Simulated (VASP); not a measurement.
A run of VASP 6.6.1 is set up as follows.

Contents of INCAR:

```
PREC     = Accurate       # precision mode
ENCUT    = 520            # plane-wave cutoff, eV
EDIFF    = 1E-8           # SCF threshold, eV
ISMEAR   = -1             # smearing method
SIGMA    = 0.01           # smearing width, eV
LREAL    = False          # projectors in reciprocal space
LASPH    = True           # aspherical terms in the spheres
NELM     = 60             # most SCF steps
ALGO     = Normal         # electronic algorithm
ISIF     = 2              # what is computed and relaxed
LWAVE    = False          # write WAVECAR
LCHARG   = False          # write CHGCAR
GGA      = PE             # functional
LEFG     = True         
NBANDS   = 26             # bands
```

Contents of KPOINTS:

```
regular mesh
0
Gamma
  7 7 4
```

POSCAR

```
CdS
1.0
    4.1209703402      0.0000000000      0.0000000000
   -2.0604851701      3.5688650029      0.0000000000
    0.0000000000      0.0000000000      6.7264279250
Cd S
2 2
Direct
    0.3333333333      0.6666666667      0.0000000000
    0.6666666667      0.3333333333      0.5000000000
    0.3333333333      0.6666666667      0.3850000000
    0.6666666667      0.3333333333      0.8850000000
```

Potentials or basis: VASP PAW PBE potentials, release 64 (Cd, S).

Command:

```console
$ cat potpaw_PBE.64/Cd/POTCAR potpaw_PBE.64/S/POTCAR > POTCAR
$ mpirun -np 1 vasp_std > vasp.out
```

(1) What does it give for the band gap on the k mesh?

(2) Estimate the pressure.

(3) What does it give for the largest force?

Results:

(1) 1.25 eV, direct.

(2) 3.6 GPa.

(3) 0.279 eV/Å.

Caveat: without QUAD_EFG the Cq values of the log hold for a quadrupole moment of 1 mb, not for the nuclei.
